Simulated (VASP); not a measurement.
Set up this calculation in VASP 6.6.1, as the native input.

- Task: single point
- Functional: PBE
- Potentials or basis: VASP PAW PBE potentials, release 64 (Re, Zn)
- Cutoff: 520 eV
- k mesh: 11 × 11 × 6
- Occupations: gaussian, width 0.05 eV
- Spin: no spin polarisation
- Dipole correction: no
- Further INCAR settings: ALGO = Normal; EDIFF = 1e-06; NBANDS = 16

The structure of ZnRe lies in POSCAR:

```
ZnRe
1.0
    2.7482183437      0.0000000000      0.0000000000
   -1.3741091718      2.3800269008      0.0000000000
    0.0000000000      0.0000000000      4.4940660000
Re Zn
1 1
Direct
    0.3333333333      0.6666666667      0.5000000000
    0.0000000000      0.0000000000      0.0000000000
```

These files were run (other wordings do the same):

INCAR

```
ALGO = Normal ; EDIFF = 1E-6
ENCUT = 520 ; GGA = PE
ISIF = 2 ; ISMEAR = 0
LASPH = T ; LCHARG = F
LREAL = F ; LWAVE = F
NBANDS = 16 ; NELM = 80
PREC = Accurate ; SIGMA = 0.05
```

KPOINTS

```
k-points
0
Gamma
  11 11 6
```

Potentials or basis: VASP PAW PBE potentials, release 64 (Re, Zn).

Command:

```console
$ cat potpaw_PBE.64/Re/POTCAR potpaw_PBE.64/Zn/POTCAR > POTCAR
$ mpirun -np 1 vasp_std > vasp.out
```

It gave:

The pressure is -1.5 GPa and the band gap on the k mesh is zero (an odd number of electrons rules out a gap without spin polarisation).

Caveat: spin-orbit coupling is left out, which moves the levels of the heavy elements.

Run time: 48 s on 1 thread of Intel Xeon 8259CL, with other jobs on the host, peak memory 0.16 GiB.
